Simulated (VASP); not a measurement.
Here is a VASP 6.6.1 calculation.

File INCAR:

```
SYSTEM = Si
PREC = Accurate
ENCUT = 520
EDIFF = 1E-6
ISMEAR = 0
SIGMA = 0.03
LREAL = .FALSE.
LASPH = .TRUE.
NELM = 80
ALGO = Normal
ISIF = 2
LWAVE = .FALSE.
LCHARG = .FALSE.
NBANDS = 16
```

File KPOINTS:

```
Automatic mesh
0
G
  10 10 10
  0 0 0
```

File POSCAR:

```
Si
1.0
   -3.3507909355      3.3507909355      1.9369904214
    3.3507909355     -3.3507909355      1.9369904214
    3.3507909355      3.3507909355     -1.9369904214
Si
4
Direct
    0.1788433299      0.1788433299      0.3576866598
    0.8211566701      0.8211566701      0.6423133402
    0.1788433299      0.8211566701      0.0000000000
    0.8211566701      0.1788433299      0.0000000000
```

Potentials or basis: VASP PAW LDA potentials, release 64 (Si).

Run with:

```bash
$ cat potpaw_LDA.64/Si/POTCAR > POTCAR
$ mpirun -np 1 vasp_std > vasp.out
```

Problem. What does it give for the band gap on the k mesh?

Solution. 0.30 eV, direct.

Problem. What does it give for the pressure?

Solution. -3.6 GPa.

Forces in eV/Å, atoms in the order of the input:
```
Si  -0.044 -0.044  0.000
Si   0.044  0.044  0.000
Si   0.044 -0.044  0.000
Si  -0.044  0.044  0.000
```

Caveat: the cell differs from its parent crystal (strain +0.015 along x and y, +0.015 along z). A k mesh can miss the band edges.
